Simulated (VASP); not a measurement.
# GaN (Pmm2) in VASP: single point with r2SCAN

Aim: the single point of GaN with r2SCAN.

Everything below comes from runs of VASP 6.6.1. Logs are shortened: lines on timing, memory, paths and dates and some standing lists are left out, and cuts for length are marked.

## (1) The cell of the first run

Symmetry: Pmm2, No. 25, orthorhombic system. Conventional cell: a = 3.180 Å, b = 3.180 Å, c = 8.696 Å, α = 90.00°, β = 90.00°, γ = 90.00°. Ga (site symmetry mm2) has 4 N at 1.95 Å within 2.6 Å. Within 2.6 Å of Ga (site symmetry mm2) lie 4 N at 1.95 Å. Ga (site symmetry mm2) has 4 N at 1.95 Å within 2.6 Å. Ga (site symmetry mm2) has 4 N at 1.79 to 1.95 Å within 2.4 Å. N (site symmetry mm2) has 4 Ga at 1.95 Å within 2.6 Å. N (site symmetry mm2) has 4 Ga at 1.95 Å within 2.6 Å. Within 2.6 Å of N (site symmetry mm2) lie 4 Ga at 1.95 Å. N (site symmetry mm2) has 4 Ga at 1.79 to 1.95 Å within 2.4 Å.

## (2) Single point, r2SCAN (the distance across one plane changed)

File POSCAR:

```
GaN
1.0
   -2.2489367689     -2.2489367689      0.0000000000
    2.2489367689     -2.2489367689      0.0000000000
    0.0000000000      0.0000000000      8.6957470756
Ga N
4 4
Direct
    0.5000000000      0.5000000000      0.1939686794
    0.0000000000      0.0000000000      0.4525935853
    0.5000000000      0.5000000000      0.7112184911
    0.0000000000      0.0000000000      0.9698433970
    0.5000000000      0.0000000000      0.3232811323
    0.0000000000      0.5000000000      0.5819060382
    0.5000000000      0.0000000000      0.8405309441
    0.0000000000      0.5000000000      0.0646562265
```

File INCAR.step1:

```
SYSTEM = GaN
ALGO = Normal
EDIFF = 1E-4
ENCUT = 520
GGA = PE
ISMEAR = 0
LASPH = .TRUE.
LCHARG = .FALSE.
LREAL = .FALSE.
LWAVE = .TRUE.
NBANDS = 46
NELM = 100
PREC = Accurate
SIGMA = 0.05
```

File INCAR.step2:

```
SYSTEM = GaN
ALGO = Normal
EDIFF = 1E-7
ENCUT = 520
ISIF = 2
ISMEAR = 0
ISTART = 1
LASPH = .TRUE.
LCHARG = .TRUE.
LELF = .TRUE.
LMIXTAU = .TRUE.
LREAL = .FALSE.
LVHAR = .TRUE.
LWAVE = .FALSE.
METAGGA = R2SCAN
NBANDS = 46
NELM = 100
PREC = Accurate
SIGMA = 0.05
```

File KPOINTS:

```
k-points
0
G
  8 8 3
  0 0 0
```

Potentials or basis: VASP PAW PBE potentials, release 64 (Ga_d, N).

Run with:

```
$ cat potpaw_PBE.64/Ga_d/POTCAR potpaw_PBE.64/N/POTCAR > POTCAR
$ cp INCAR.step1 INCAR
$ mpirun -np 1 vasp_std > vasp.out
$ cp INCAR.step2 INCAR
$ mpirun -np 1 vasp_std > vasp.out
```

OUTCAR:

```text
SYSTEM = GaN
   EDIFF = 1E-7
   ENCUT = 520
   ISIF = 2
   ISMEAR = 0
   ISTART = 1
   LASPH = .TRUE.
   LREAL = .FALSE.
   METAGGA = R2SCAN
   NELM = 100
   PREC = Accurate

 ion  position               nearest neighbor table
   1  0.500  0.500  0.194-   5 1.95   5 1.95   8 1.95   8 1.95
   2  0.000  0.000  0.453-   6 1.95   6 1.95   5 1.95   5 1.95
   3  0.500  0.500  0.711-   6 1.95   6 1.95   7 1.95   7 1.95
   4  0.000  0.000  0.970-   8 1.79   8 1.79   7 1.95   7 1.95
   5  0.500  0.000  0.323-   1 1.95   1 1.95   2 1.95   2 1.95
   6  0.000  0.500  0.582-   3 1.95   3 1.95   2 1.95   2 1.95
   7  0.500  0.000  0.841-   4 1.95   4 1.95   3 1.95   3 1.95
   8  0.000  0.500  0.065-   4 1.79   4 1.79   1 1.95   1 1.95

  LATTYP: Found a simple tetragonal cell.
 ALAT       =     3.1804768795
 C/A-ratio  =     2.7341016474

  Lattice vectors:

 A1 = (  -2.2489367689,  -2.2489367689,   0.0000000000)
 A2 = (   2.2489367689,  -2.2489367689,   0.0000000000)
 A3 = (   0.0000000000,   0.0000000000,   8.6957470756)

Analysis of symmetry for initial positions (statically):
=====================================================================
 Subroutine PRICEL returns:
 Original cell was already a primitive cell.

 Routine SETGRP: Setting up the symmetry group for a
 simple tetragonal supercell.

 Subroutine GETGRP returns: Found  4 space group operations
 (whereof  4 operations were pure point group operations)
 out of a pool of 16 trial point group operations.

The static configuration has the point symmetry C_2v.

Analysis of symmetry for dynamics (positions and initial velocities):
=====================================================================
 Subroutine PRICEL returns:
 Original cell was already a primitive cell.

 Routine SETGRP: Setting up the symmetry group for a
 simple tetragonal supercell.

 Subroutine GETGRP returns: Found  4 space group operations
 (whereof  4 operations were pure point group operations)
 out of a pool of 16 trial point group operations.

The dynamic configuration has the point symmetry C_2v.

 Subroutine INISYM returns: Found  4 space group operations
 (whereof  4 operations are pure point group operations),
 and found     1 'primitive' translations

----------------------------------------------------------------------------------------

                                     Primitive cell

  volume of cell :      87.9612

  direct lattice vectors                    reciprocal lattice vectors
    -2.248936769 -2.248936769  0.000000000    -0.222327282 -0.222327282  0.000000000
     2.248936769 -2.248936769  0.000000000     0.222327282 -0.222327282  0.000000000
     0.000000000  0.000000000  8.695747076     0.000000000  0.000000000  0.114998745

  length of vectors
     3.180476879  3.180476879  8.695747076     0.314418258  0.314418258  0.114998745

  position of ions in fractional coordinates (direct lattice)
     0.500000000  0.500000000  0.193968679
     0.000000000  0.000000000  0.452593585
     0.500000000  0.500000000  0.711218491
     0.000000000  0.000000000  0.969843397
     0.500000000  0.000000000  0.323281132
     0.000000000  0.500000000  0.581906038
     0.500000000  0.000000000  0.840530944
     0.000000000  0.500000000  0.064656226

  ion indices of the primitive-cell ions
   primitive index   ion index
                 1           1
                 2           2
                 3           3
                 4           4
                 5           5
                 6           6
                 7           7
                 8           8

----------------------------------------------------------------------------------------

 KPOINTS: k-points

Automatic generation of k-mesh.
 Grid dimensions read from file:
 generate k-points for:    8    8    3

 Generating k-lattice:

  Cartesian coordinates                     Fractional coordinates (reciprocal lattice)
    -0.027790910 -0.027790910  0.000000000     0.125000000  0.000000000  0.000000000
     0.027790910 -0.027790910  0.000000000     0.000000000  0.125000000  0.000000000
     0.000000000  0.000000000  0.038332915     0.000000000  0.000000000  0.333333333

  Length of vectors
     0.039302282  0.039302282  0.038332915

  Shift w.r.t. Gamma in fractional coordinates (k-lattice)
     0.000000000  0.000000000  0.000000000

 Subroutine IBZKPT returns following result:
 ===========================================

 Found     50 irreducible k-points:

 Following reciprocal coordinates:
            Coordinates               Weight
  0.000000  0.000000  0.000000      1.000000
  0.125000  0.000000  0.000000      2.000000
  0.000000  0.125000  0.000000      2.000000
  0.250000  0.000000  0.000000      2.000000
  0.000000  0.250000  0.000000      2.000000
  0.375000  0.000000  0.000000      2.000000
[... 16 lines left out ...]
  0.500000  0.375000  0.000000      2.000000
 -0.375000  0.500000  0.000000      2.000000
 [... further k-points ...]
   k-points           NKPTS =     50   k-points in BZ     NKDIM =     50   number of bands    NBANDS=     46
   number of dos      NEDOS =    301   number of ions     NIONS =      8
   total plane-waves  NPLWV =  40320
   dimension x,y,z NGX =    24 NGY =   24 NGZ =   70
   dimension x,y,z NGXF=    48 NGYF=   48 NGZF=  140
   ions per type =               4   4
   NGX,Y,Z   is equivalent  to a cutoff of  12.54, 12.54, 13.38 a.u.
   NGXF,Y,Z  is equivalent  to a cutoff of  25.09, 25.09, 26.77 a.u.
 SYSTEM =  GaN
   PREC   = accura    normal or accurate (medium, high low for compatibility)
   ISTART =      1    job   : 0-new  1-cont  2-samecut
   ICHARG =      0    charge: 1-file 2-atom 10-const
   ISPIN  =      1    spin polarized calculation?
   LNONCOLLINEAR =      F non collinear calculations
   LSORBIT =      F    spin-orbit coupling
   LASPH  =      T    aspherical Exc in radial PAW
   ENCUT  =  520.0 eV  38.22 Ry    6.18 a.u.   5.91  5.91 16.17*2*pi/ulx,y,z
   NELM   =    100;   NELMIN=  2; NELMDL=  0     # of ELM steps
   EDIFF  = 0.1E-06   stopping-criterion for ELM
   LREAL  =      F    real-space projection
   EDIFFG = 0.1E-05   stopping-criterion for IOM
   NSW    =      0    number of steps for IOM
   IBRION =     -1    ionic relax: 0-MD 1-quasi-New 2-CG
   NFREE  =      0    steps in history (QN), initial steepest desc. (CG)
   ISIF   =      2    stress and relaxation
   ISYM   =      2    0-nonsym 1-usesym 2-fastsym
   POTIM  = 0.5000    time-step for ionic-motion
   TEBEG  =    0.0;   TEEND  =   0.0 temperature during run
   PSTRESS=    0.0 pullay stress
   NELECT =      72.0000    total number of electrons
   NUPDOWN=      -1.0000    fix difference up-down
   EMIN   =  10.00;   EMAX   =-10.00  energy-range for DOS
   EFERMI =   0.00;   METHOD = LEGACY
   ISMEAR =     0;   SIGMA  =   0.05  broadening in eV -4-tet -1-fermi 0-gaus
   EFERMI_NEDOS =   21; number of points for ismear=-14 and -15
   IALGO  =     38    algorithm
   IMIX   =      4    mixing-type and parameters
     AMIX     =   0.40;   BMIX     =  1.00
     AMIX_MAG =   1.60;   BMIX_MAG =  1.00
  volume/ion in A,a.u.               =      11.00        74.20
  Fermi-wavevector in a.u.,A,eV,Ry     =   1.531400  2.893926 31.908176  2.345185
  Thomas-Fermi vector in A             =   2.638749
   LORBIT       =      0    0 simple, 1 ext, 2 COOP (PROOUT), +10 PAW based schemes
   METAGGA = R2SCAN    functional components
   LHFCALC =     F    Hartree Fock is set to
   AEXX    =    0.0000 exact exchange contribution
   IVDW    =     0    specifies the selected vdW correction
   LEPSILON=     F    determine dielectric tensor
   LRPA    =     F    only Hartree local field effects (RPA)
 non-spin polarized calculation
 Gauss-broadening in eV      SIGMA  =   0.05
  energy-cutoff  :      520.00
  volume of cell :       87.96
 maximum number of plane-waves:      2392
   NGX = 11   NGY = 11   NGZ = 33

 number of electron      71.9999978 magnetization

 Free energy of the ion-electron system (eV)
  ---------------------------------------------------
  ext. energy  EPLUGINS =         0.00000000
  ---------------------------------------------------
  free energy    TOTEN  =       -86.91652900 eV

  energy without entropy =      -86.91652900  energy(sigma->0) =      -86.91652900

 E-fermi :   5.8640     XC(G=0): -12.8730

 val. band max:        5.5844869235   @ k =   0.0000   0.0000   0.0000
 cond. band min:       7.7461643672   @ k =   0.0000   0.0000   0.0000
 fundamental gap:      2.1616774437
 Fermi energy:         5.8639823393

 k-point     1 :       0.0000    0.0000    0.0000
  band No.  band energies     occupation
      1     -12.0964      2.00000
      2     -10.9889      2.00000
      3     -10.5277      2.00000
      4     -10.0399      2.00000
      5      -8.7211      2.00000
      6      -8.7090      2.00000
[... 38 lines left out ...]
     45      16.6052      0.00000
     46      16.6975      0.00000

 k-point     2 :       0.1250    0.0000    0.0000
  band No.  band energies     occupation
      1     -12.0059      2.00000
      2     -10.9296      2.00000
      3     -10.4848      2.00000
      4     -10.0272      2.00000
      5      -8.7143      2.00000
      6      -8.6945      2.00000
[... 38 lines left out ...]
     45      16.6835      0.00000
     46      16.7331      0.00000

 k-point     3 :       0.0000    0.1250    0.0000
  band No.  band energies     occupation
      1     -11.9827      2.00000
      2     -10.9242      2.00000
      3     -10.4854      2.00000
      4     -10.0275      2.00000
      5      -8.7224      2.00000
      6      -8.7058      2.00000
[... 38 lines left out ...]
     45      16.5155      0.00000
     46      16.7331      0.00000

 k-point     4 :       0.2500    0.0000    0.0000
  band No.  band energies     occupation
      1     -11.7892      2.00000
      2     -10.7831      2.00000
      3     -10.3829      2.00000
      4     -10.0026      2.00000
      5      -8.6966      2.00000
      6      -8.6597      2.00000
[... 920 lines left out ...]
     45      15.7792      0.00000
     46      16.5886      0.00000

 k-point    23 :       0.5000    0.3750    0.0000
  band No.  band energies     occupation
      1     -11.1060      2.00000
      2     -10.3959      2.00000
      3     -10.0430      2.00000
      4      -9.8227      2.00000
      5      -8.6505      2.00000
      6      -8.5408      2.00000
[... 38 lines left out ...]
     45      16.2259      0.00000
     46      16.6322      0.00000

 k-point    24 :      -0.3750    0.5000    0.0000
  band No.  band energies     occupation
      1     -11.0755      2.00000
      2     -10.4005      2.00000
      3     -10.0476      2.00000
      4      -9.8190      2.00000
      5      -8.6437      2.00000
      6      -8.5475      2.00000
[... 38 lines left out ...]
     45      16.3326      0.00000
     46      16.6886      0.00000

 [... further k-points ...]

------------------------ aborting loop because EDIFF is reached ----------------------------------------

  FORCE on cell =-STRESS in cart. coord.  units (eV):
  Direction    XX          YY          ZZ          XY          YZ          ZX
  --------------------------------------------------------------------------------------
  -------------------------------------------------------------------------------------
  Total        5.3307836      5.3307836      5.3072692     -2.5289281      0.0000000      0.0000000
  in kB       97.0979928     97.0979928     96.6696882    -46.0633662      0.0000000      0.0000000
  external PRESSURE =      96.9552246 kB  Pullay stress =       0.0000000 kB

 VOLUME and BASIS-vectors are now :
 -----------------------------------------------------------------------------
  energy-cutoff  :      520.00
  volume of cell :       87.96
      direct lattice vectors                 reciprocal lattice vectors
    -2.248936769 -2.248936769  0.000000000    -0.222327282 -0.222327282  0.000000000
     2.248936769 -2.248936769  0.000000000     0.222327282 -0.222327282  0.000000000
     0.000000000  0.000000000  8.695747076     0.000000000  0.000000000  0.114998745

 POSITION                                       TOTAL-FORCE (eV/Angst)
 -----------------------------------------------------------------------------------
      0.00000     -2.24894      1.68670         0.000000      0.000000      0.920851
      0.00000      0.00000      3.93564         0.000000      0.000000      0.395152
      0.00000     -2.24894      6.18458         0.000000      0.000000      0.410486
      0.00000      0.00000      8.43351        -0.000000      0.000000     -4.026692
     -1.12447     -1.12447      2.81117         0.000000      0.000000     -0.367075
      1.12447     -1.12447      5.06011         0.000000      0.000000     -0.404441
     -1.12447     -1.12447      7.30904        -0.000000     -0.000000     -0.567181
      1.12447     -1.12447      0.56223         0.000000      0.000000      3.638899
 -----------------------------------------------------------------------------------
    total drift:                               -0.000000     -0.000000      0.004415

  FREE ENERGIE OF THE ION-ELECTRON SYSTEM (eV)
  ---------------------------------------------------
  free  energy   TOTEN  =       -86.9165289958 eV

  energy  without entropy=      -86.9165289958  energy(sigma->0) =      -86.91652900
```

It took 4.1 min on 1 thread of Intel Xeon 6975P-C (Granite Rapids), shared host; peak memory 0.3 GiB.

What came out:

```
Free energy            : -86.9165 eV
Pressure               : 9.7 GPa
Largest force          : 4.027 eV/Å
Band gap on the k mesh : 2.16 eV
```

Forces on the atoms (eV/Å):
```
Ga   0.000  0.000  0.921
Ga   0.000  0.000  0.395
Ga   0.000  0.000  0.410
Ga   0.000  0.000 -4.027
N    0.000  0.000 -0.367
N    0.000  0.000 -0.404
N    0.000  0.000 -0.567
N    0.000  0.000  3.639
```

Levels at points of the mesh, in eV from the valence-band top:
```csv
k point,band 33,band 34,band 35,band 36,band 37,band 38,band 39,band 40
"(0.00, 0.00, 0.00)",-1.53,-0.09,-0.04,0.00,2.16,3.48,5.01,5.57
"(0.50, 0.00, 0.00)",-1.08,-0.95,-0.84,-0.75,5.11,5.13,7.03,7.06
"(0.00, 0.50, 0.00)",-1.12,-1.04,-1.02,-0.79,5.02,5.26,6.97,7.41
"(0.50, 0.50, 0.00)",-3.02,-2.81,-2.78,-2.76,3.38,3.95,6.69,7.16
```

Caveat: the cell differs from its parent crystal (the distance across one plane changed); the cell stands under pressure; the PAW data sets were made with another functional, which shifts forces and pressure a little.
